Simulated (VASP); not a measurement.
# RbBr (Pm-3m) in VASP: further runs, part 2 of 2

VASP 6.6.1. Earlier steps stand in the parts before.

### 4 Single point, PBEsol

This run uses another cell than the first one, of 33.37 Å³/atom, 1.056 times its volume.

Contents of INCAR:

```
PREC = Accurate
ENCUT = 520
EDIFF = 1E-6
ISMEAR = 0
SIGMA = 0.1
LREAL = False
LASPH = True
NELM = 80
ALGO = Normal
ISIF = 2
LWAVE = False
LCHARG = True
GGA = PS
LELF = True
LVHAR = True
NBANDS = 15
```

Contents of KPOINTS:

```
Automatic mesh
0
Gamma
  6 6 6
```

Contents of POSCAR:

```
RbBr
1.0
    4.0561329279      0.0000000000      0.0000000000
    0.0000000000      4.0561329279      0.0000000000
    0.0000000000      0.0000000000      4.0561329279
Rb Br
1 1
Direct
    0.0000000000      0.0000000000      0.0000000000
    0.5000000000      0.5000000000      0.5000000000
```

Potentials or basis: VASP PAW PBE potentials, release 64 (Rb_sv, Br).

The run is started by

```
> cat potpaw_PBE.64/Rb_sv/POTCAR potpaw_PBE.64/Br/POTCAR > POTCAR
> mpirun -np 1 vasp_std > vasp.out
```

OUTCAR:

```text
PREC = Accurate
   ENCUT = 520
   EDIFF = 1E-6
   ISMEAR = 0
   LREAL = False
   LASPH = True
   NELM = 80
   ISIF = 2
   GGA = PS

 ion  position               nearest neighbor table
   1  0.000  0.000  0.000-   2 3.51   2 3.51   2 3.51   2 3.51   2 3.51   2 3.51   2 3.51   2 3.51

   2  0.500  0.500  0.500-   1 3.51   1 3.51   1 3.51   1 3.51   1 3.51   1 3.51   1 3.51   1 3.51

  LATTYP: Found a simple cubic cell.
 ALAT       =     4.0561329279

  Lattice vectors:

[... 540 lines left out ...]
------------------------ aborting loop because EDIFF is reached ----------------------------------------

  FORCE on cell =-STRESS in cart. coord.  units (eV):
  Direction    XX          YY          ZZ          XY          YZ          ZX
  --------------------------------------------------------------------------------------
  -------------------------------------------------------------------------------------
  Total        0.1085675      0.1085675      0.1085675      0.0000000      0.0000000      0.0000000
  in kB        2.6065964      2.6065964      2.6065964      0.0000000      0.0000000      0.0000000
  external PRESSURE =       2.6065964 kB  Pullay stress =       0.0000000 kB

 VOLUME and BASIS-vectors are now :
 -----------------------------------------------------------------------------
  energy-cutoff  :      520.00
  volume of cell :       66.73
      direct lattice vectors                 reciprocal lattice vectors
     4.056132928  0.000000000  0.000000000     0.246540244  0.000000000  0.000000000
     0.000000000  4.056132928  0.000000000     0.000000000  0.246540244  0.000000000
     0.000000000  0.000000000  4.056132928     0.000000000  0.000000000  0.246540244

 POSITION                                       TOTAL-FORCE (eV/Angst)
 -----------------------------------------------------------------------------------
      0.00000      0.00000      0.00000         0.000000      0.000000      0.000000
      2.02807      2.02807      2.02807         0.000000      0.000000      0.000000
 -----------------------------------------------------------------------------------
    total drift:                                0.000000      0.000000     -0.000000

  FREE ENERGIE OF THE ION-ELECTRON SYSTEM (eV)
  ---------------------------------------------------
  free  energy   TOTEN  =        -6.3001451663 eV

  energy  without entropy=       -6.3001451663  energy(sigma->0) =       -6.30014517
```

OSZICAR:

```text
N       E                     dE             d eps       ncg     rms          rms(c)
DAV:   1     0.795990428509E+02    0.79599E+02   -0.68695E+03   600   0.935E+02
DAV:   2    -0.147555735850E+01   -0.81075E+02   -0.76073E+02   843   0.172E+02
DAV:   3    -0.637204914279E+01   -0.48965E+01   -0.48790E+01   776   0.424E+01
DAV:   4    -0.650847323978E+01   -0.13642E+00   -0.13639E+00   891   0.642E+00
DAV:   5    -0.650962917994E+01   -0.11559E-02   -0.11559E-02   798   0.546E-01    0.274E+00
DAV:   6    -0.632938251243E+01    0.18025E+00   -0.15014E-01   754   0.223E+00    0.185E+00
DAV:   7    -0.629867835018E+01    0.30704E-01   -0.84706E-02   754   0.173E+00    0.913E-01
DAV:   8    -0.630020408328E+01   -0.15257E-02   -0.11220E-02   737   0.618E-01    0.129E-01
DAV:   9    -0.630006261262E+01    0.14147E-03   -0.48477E-04   782   0.120E-01    0.485E-02
DAV:  10    -0.630014458545E+01   -0.81973E-04   -0.16408E-04   701   0.810E-02    0.850E-03
DAV:  11    -0.630014516629E+01   -0.58084E-06   -0.48103E-06   847   0.138E-02
   1 F= -.63001452E+01 E0= -.63001452E+01  d E =-.329439E-12
```

stdout:

```text
POSCAR found type information on POSCAR RbBr
 POSCAR found :  2 types and       2 ions
 scaLAPACK will be used
 -----------------------------------------------------------------------------
|                                                                             |
|                                                                             |
|     You enforced a specific xc type in the INCAR file but a different       |
|     I HOPE YOU KNOW WHAT YOU ARE DOING!                                     |
|                                                                             |
 -----------------------------------------------------------------------------

 LDA part: xc-table for (Slater+PW92), standard interpolation
 POSCAR, INCAR and KPOINTS ok, starting setup
 FFT: planning ... GRIDC
 FFT: planning ... GRID_SOFT
 FFT: planning ... GRID
 WAVECAR not read
 entering main loop
```

Run time: 22 s. Hardware: 1 thread of Intel Xeon 8259CL, shared host; peak memory 0.17 GiB.

Results:

| Item | Value |
| --- | --- |
| Free energy | -6.3001 eV |
| Pressure | 0.3 GPa |
| Band gap on the k mesh | 4.08 eV, indirect (least direct gap 4.23 eV) |

Caveat: the PAW data sets were made with another functional, which shifts forces and pressure a little. A k mesh can miss the band edges.

### 5 Single point, PBEsol

This run uses another cell than the first one, of 34.24 Å³/atom, 1.083 times its volume.

Contents of INCAR:

```
SYSTEM = RbBr
PREC = Accurate
ENCUT = 520
EDIFF = 1E-6
ISMEAR = 0
SIGMA = 0.1
LREAL = .FALSE.
LASPH = .TRUE.
NELM = 100
ALGO = Normal
ISIF = 2
LWAVE = .FALSE.
LCHARG = .FALSE.
GGA = PS
NBANDS = 15
```

Contents of KPOINTS:

```
regular mesh
0
G
  6 6 6
  0 0 0
```

Contents of POSCAR:

```
RbBr
1.0
    4.0914054195      0.0000000000      0.0000000000
    0.0000000000      4.0914054195      0.0000000000
    0.0000000000      0.0000000000      4.0914054195
Rb Br
1 1
Direct
    0.0000000000      0.0000000000      0.0000000000
    0.5000000000      0.5000000000      0.5000000000
```

The run is started by

```
> cat potpaw_PBE.64/Rb_sv/POTCAR potpaw_PBE.64/Br/POTCAR > POTCAR
> mpirun -np 1 vasp_std > vasp.out
```

Wall time 23 s (1 thread of Intel Xeon 8259CL, shared host); peak memory 0.17 GiB.

It converged, with:

* Free energy: -6.3007 eV
* Pressure: -0.2 GPa
* Band gap on the k mesh: 3.99 eV, indirect (least direct gap 4.14 eV)

Levels at points of the mesh, in eV from the valence-band top:
```tsv
k point	band 4	band 5	band 6	band 7	band 8	band 9	band 10	band 11	band 12	band 13
(0.00, 0.00, 0.00)	-8.98	-8.98	-0.16	-0.16	-0.16	3.99	5.43	5.43	9.97	9.97
(0.50, 0.00, 0.00)	-8.93	-8.93	-1.83	-0.25	-0.25	6.79	7.05	7.67	8.57	9.89
(0.50, 0.50, 0.00)	-9.33	-8.89	-1.10	-1.10	0.00	5.19	6.11	7.91	7.91	10.84
(0.50, 0.50, 0.50)	-9.23	-9.23	-1.43	-1.43	-1.43	8.18	8.18	8.18	9.42	9.42
```

Caveat: the PAW data sets were made with another functional, which shifts forces and pressure a little. As with any semilocal functional, this PBEsol gap is likely too small.

### 6 Single point, PBEsol

This run uses another cell than the first one, of 35.12 Å³/atom, 1.111 times its volume.

Contents of INCAR:

```
SYSTEM = RbBr
  PREC = Accurate
  ENCUT = 520
  EDIFF = 1E-7
  ISMEAR = 0
  SIGMA = 0.1
  LREAL = .False.
  LASPH = .True.
  NELM = 60
  ALGO = Normal
  ISIF = 2
  LWAVE = .False.
  LCHARG = .True.
  GGA = PS
  LELF = .True.
  LVHAR = .True.
  NBANDS = 15
```

Contents of KPOINTS:

```
regular mesh
0
Gamma
  6 6 6
  0 0 0
```

Contents of POSCAR:

```
RbBr
1.0
    4.1260800000      0.0000000000      0.0000000000
    0.0000000000      4.1260800000      0.0000000000
    0.0000000000      0.0000000000      4.1260800000
Rb Br
1 1
Direct
    0.0000000000      0.0000000000      0.0000000000
    0.5000000000      0.5000000000      0.5000000000
```

Potentials or basis: VASP PAW PBE potentials, release 64 (Rb_sv, Br).

The run is started by

```
> cat potpaw_PBE.64/Rb_sv/POTCAR potpaw_PBE.64/Br/POTCAR > POTCAR
> mpirun -np 1 vasp_std > vasp.out
```

OUTCAR:

```text
SYSTEM = RbBr
   PREC = Accurate
   ENCUT = 520
   EDIFF = 1E-7
   ISMEAR = 0
   LREAL = .False.
   LASPH = .True.
   NELM = 60
   ISIF = 2
   GGA = PS

 ion  position               nearest neighbor table
   1  0.000  0.000  0.000-   2 3.57   2 3.57   2 3.57   2 3.57   2 3.57   2 3.57   2 3.57   2 3.57

   2  0.500  0.500  0.500-   1 3.57   1 3.57   1 3.57   1 3.57   1 3.57   1 3.57   1 3.57   1 3.57

  LATTYP: Found a simple cubic cell.
 ALAT       =     4.1260800000

  Lattice vectors:

 A1 = (   4.1260800000,   0.0000000000,   0.0000000000)
 A2 = (   0.0000000000,   4.1260800000,   0.0000000000)
 A3 = (   0.0000000000,   0.0000000000,   4.1260800000)

Analysis of symmetry for initial positions (statically):
=====================================================================
 Subroutine PRICEL returns:
 Original cell was already a primitive cell.

 Routine SETGRP: Setting up the symmetry group for a
 simple cubic supercell.

 Subroutine GETGRP returns: Found 48 space group operations
 (whereof 48 operations were pure point group operations)
 out of a pool of 48 trial point group operations.

The static configuration has the point symmetry O_h .

Analysis of symmetry for dynamics (positions and initial velocities):
=====================================================================
 Subroutine PRICEL returns:
 Original cell was already a primitive cell.

 Routine SETGRP: Setting up the symmetry group for a
 simple cubic supercell.

 Subroutine GETGRP returns: Found 48 space group operations
 (whereof 48 operations were pure point group operations)
 out of a pool of 48 trial point group operations.

The dynamic configuration has the point symmetry O_h .

 Subroutine INISYM returns: Found 48 space group operations
 (whereof 48 operations are pure point group operations),
 and found     1 'primitive' translations

----------------------------------------------------------------------------------------

                                     Primitive cell

  volume of cell :      70.2446

  direct lattice vectors                    reciprocal lattice vectors
     4.126080000  0.000000000  0.000000000     0.242360788  0.000000000  0.000000000
     0.000000000  4.126080000  0.000000000     0.000000000  0.242360788  0.000000000
     0.000000000  0.000000000  4.126080000     0.000000000  0.000000000  0.242360788

  length of vectors
     4.126080000  4.126080000  4.126080000     0.242360788  0.242360788  0.242360788

  position of ions in fractional coordinates (direct lattice)
     0.000000000  0.000000000  0.000000000
     0.500000000  0.500000000  0.500000000

  ion indices of the primitive-cell ions
   primitive index   ion index
                 1           1
                 2           2

----------------------------------------------------------------------------------------

 KPOINTS: regular mesh

Automatic generation of k-mesh.
 Grid dimensions read from file:
 generate k-points for:    6    6    6

 Generating k-lattice:

  Cartesian coordinates                     Fractional coordinates (reciprocal lattice)
     0.040393465  0.000000000  0.000000000     0.166666667  0.000000000  0.000000000
[... 35 lines left out ...]
  0.500000  0.500000  0.500000      1.000000
   k-points           NKPTS =     20   k-points in BZ     NKDIM =     20   number of bands    NBANDS=     15
   number of dos      NEDOS =    301   number of ions     NIONS =      2
   total plane-waves  NPLWV =  32768
   dimension x,y,z NGX =    32 NGY =   32 NGZ =   32
   dimension x,y,z NGXF=    64 NGYF=   64 NGZF=   64
   ions per type =               1   1
   NGX,Y,Z   is equivalent  to a cutoff of  12.89, 12.89, 12.89 a.u.
   NGXF,Y,Z  is equivalent  to a cutoff of  25.79, 25.79, 25.79 a.u.
 SYSTEM =  RbBr
   PREC   = accura    normal or accurate (medium, high low for compatibility)
   ISTART =      0    job   : 0-new  1-cont  2-samecut
   ICHARG =      2    charge: 1-file 2-atom 10-const
   ISPIN  =      1    spin polarized calculation?
   LNONCOLLINEAR =      F non collinear calculations
   LSORBIT =      F    spin-orbit coupling
   LASPH  =      T    aspherical Exc in radial PAW
   ENCUT  =  520.0 eV  38.22 Ry    6.18 a.u.   7.67  7.67  7.67*2*pi/ulx,y,z
   NELM   =     60;   NELMIN=  2; NELMDL= -5     # of ELM steps
   EDIFF  = 0.1E-06   stopping-criterion for ELM
   LREAL  =      F    real-space projection
   EDIFFG = 0.1E-05   stopping-criterion for IOM
   NSW    =      0    number of steps for IOM
   IBRION =     -1    ionic relax: 0-MD 1-quasi-New 2-CG
   NFREE  =      0    steps in history (QN), initial steepest desc. (CG)
   ISIF   =      2    stress and relaxation
   ISYM   =      2    0-nonsym 1-usesym 2-fastsym
   POTIM  = 0.5000    time-step for ionic-motion
   TEBEG  =    0.0;   TEEND  =   0.0 temperature during run
   PSTRESS=    0.0 pullay stress
   NELECT =      16.0000    total number of electrons
   NUPDOWN=      -1.0000    fix difference up-down
   EMIN   =  10.00;   EMAX   =-10.00  energy-range for DOS
   EFERMI =   0.00;   METHOD = LEGACY
   ISMEAR =     0;   SIGMA  =   0.10  broadening in eV -4-tet -1-fermi 0-gaus
   EFERMI_NEDOS =   21; number of points for ismear=-14 and -15
   IALGO  =     38    algorithm
   IMIX   =      4    mixing-type and parameters
     AMIX     =   0.40;   BMIX     =  1.00
     AMIX_MAG =   1.60;   BMIX_MAG =  1.00
  volume/ion in A,a.u.               =      35.12       237.02
  Fermi-wavevector in a.u.,A,eV,Ry     =   0.999794  1.889337 13.600220  0.999588
  Thomas-Fermi vector in A             =   2.132108
   LORBIT       =      0    0 simple, 1 ext, 2 COOP (PROOUT), +10 PAW based schemes
   GGA     = PS    functional components
   LHFCALC =     F    Hartree Fock is set to
   AEXX    =    0.0000 exact exchange contribution
   IVDW    =     0    specifies the selected vdW correction
   LEPSILON=     F    determine dielectric tensor
   LRPA    =     F    only Hartree local field effects (RPA)
 non-spin polarized calculation
 Gauss-broadening in eV      SIGMA  =   0.10
  energy-cutoff  :      520.00
  volume of cell :       70.24
 maximum number of plane-waves:      1924
 NGX is ok and might be reduce to    32
   NGX = 15   NGY = 15   NGZ = 15

 number of electron      16.0000002 magnetization

 Free energy of the ion-electron system (eV)
  ---------------------------------------------------
  ext. energy  EPLUGINS =         0.00000000
  ---------------------------------------------------
  free energy    TOTEN  =        -6.29664158 eV

  energy without entropy =       -6.29664158  energy(sigma->0) =       -6.29664158

 E-fermi :  -0.3471     XC(G=0):  -8.1189

 val. band max:       -0.7682791049   @ k =   0.5000   0.5000   0.0000
 cond. band min:       3.1360076346   @ k =   0.0000   0.0000   0.0000
 fundamental gap:      3.9042867395
 Fermi energy:        -0.3471008872

 k-point     1 :       0.0000    0.0000    0.0000
  band No.  band energies     occupation
      1     -25.7966      2.00000
      2     -13.4056      2.00000
      3      -9.7891      2.00000
      4      -9.7891      2.00000
      5      -9.7891      2.00000
      6      -0.9253      2.00000
      7      -0.9253      2.00000
      8      -0.9253      2.00000
      9       3.1360      0.00000
     10       4.6941      0.00000
     11       4.6941      0.00000
     12       9.1341      0.00000
     13       9.1341      0.00000
     14       9.1341      0.00000
[... 329 lines left out ...]
      2     -13.1059      2.00000
      3     -10.0194      2.00000
      4     -10.0194      2.00000
      5     -10.0194      2.00000
      6      -2.1344      2.00000
      7      -2.1344      2.00000
      8      -2.1344      2.00000
      9       7.3231      0.00000
     10       7.3231      0.00000
     11       7.3231      0.00000
     12       8.5229      0.00000
     13       8.5229      0.00000
     14       8.5229      0.00000
     15      11.4070      0.00000

------------------------ aborting loop because EDIFF is reached ----------------------------------------

  FORCE on cell =-STRESS in cart. coord.  units (eV):
  Direction    XX          YY          ZZ          XY          YZ          ZX
  --------------------------------------------------------------------------------------
  -------------------------------------------------------------------------------------
  Total       -0.2447508     -0.2447508     -0.2447508      0.0000000      0.0000000     -0.0000000
  in kB       -5.5824116     -5.5824116     -5.5824116      0.0000000      0.0000000     -0.0000000
  external PRESSURE =      -5.5824116 kB  Pullay stress =       0.0000000 kB

 VOLUME and BASIS-vectors are now :
 -----------------------------------------------------------------------------
  energy-cutoff  :      520.00
  volume of cell :       70.24
      direct lattice vectors                 reciprocal lattice vectors
     4.126080000  0.000000000  0.000000000     0.242360788  0.000000000  0.000000000
     0.000000000  4.126080000  0.000000000     0.000000000  0.242360788  0.000000000
     0.000000000  0.000000000  4.126080000     0.000000000  0.000000000  0.242360788

 POSITION                                       TOTAL-FORCE (eV/Angst)
 -----------------------------------------------------------------------------------
      0.00000      0.00000      0.00000         0.000000      0.000000      0.000000
      2.06304      2.06304      2.06304         0.000000      0.000000      0.000000
 -----------------------------------------------------------------------------------
    total drift:                                0.000000      0.000000     -0.000000

  FREE ENERGIE OF THE ION-ELECTRON SYSTEM (eV)
  ---------------------------------------------------
  free  energy   TOTEN  =        -6.2966415783 eV

  energy  without entropy=       -6.2966415783  energy(sigma->0) =       -6.29664158
```

OSZICAR:

```text
N       E                     dE             d eps       ncg     rms          rms(c)
DAV:   1     0.781645499939E+02    0.78165E+02   -0.67750E+03   600   0.927E+02
DAV:   2    -0.120673812919E+01   -0.79371E+02   -0.74301E+02   777   0.163E+02
DAV:   3    -0.640137926219E+01   -0.51946E+01   -0.51731E+01   813   0.428E+01
DAV:   4    -0.651410365177E+01   -0.11272E+00   -0.11271E+00   826   0.589E+00
DAV:   5    -0.651574947674E+01   -0.16458E-02   -0.16458E-02   870   0.543E-01    0.248E+00
DAV:   6    -0.632721059125E+01    0.18854E+00   -0.15897E-01   719   0.222E+00    0.164E+00
DAV:   7    -0.629498030864E+01    0.32230E-01   -0.85569E-02   761   0.169E+00    0.855E-01
DAV:   8    -0.629669938650E+01   -0.17191E-02   -0.11794E-02   724   0.635E-01    0.139E-01
DAV:   9    -0.629654321859E+01    0.15617E-03   -0.61424E-04   796   0.130E-01    0.512E-02
DAV:  10    -0.629663950713E+01   -0.96289E-04   -0.18056E-04   643   0.862E-02    0.933E-03
DAV:  11    -0.629664000182E+01   -0.49469E-06   -0.56145E-06   846   0.152E-02    0.648E-03
DAV:  12    -0.629664158296E+01   -0.15811E-05   -0.20790E-06   671   0.917E-03    0.177E-03
DAV:  13    -0.629664157832E+01    0.46412E-08   -0.99603E-08   689   0.196E-03
   1 F= -.62966416E+01 E0= -.62966416E+01  d E =-.157297E-10
```

Wall time 26 s (1 thread of Intel Xeon 8259CL, shared host); peak memory 0.18 GiB.

What came out:

```yaml
Free_energy: -6.2966 eV
Pressure: -0.6 GPa
Band_gap_on_the_k_mesh: 3.90 eV, indirect (least direct gap 4.06 eV)
```

Caveat: the PAW data sets were made with another functional, which shifts forces and pressure a little.

### 7 The runs side by side

```csv
cell,gap on the mesh (eV),pressure (GPa)
"a = 3.984 Å, 2 atoms",4.28,1.4
"a = 4.020 Å, 2 atoms",4.17,0.8
"a = 4.056 Å, 2 atoms",4.08,0.3
"a = 4.091 Å, 2 atoms",3.99,-0.2
"a = 4.126 Å, 2 atoms",3.90,-0.6
```

Alike in all rows: task single point; level PBEsol; potentials or basis VASP PAW PBE potentials, release 64 (Rb_sv, Br); no spin polarisation; k mesh 6 × 6 × 6; cutoff (eV) 520; smearing gaussian 0.1 eV.

Caveats: the PAW data sets were made with another functional, which shifts forces and pressure a little.

Total energies depend on the potentials used, so only differences within one code and one set of settings carry meaning.
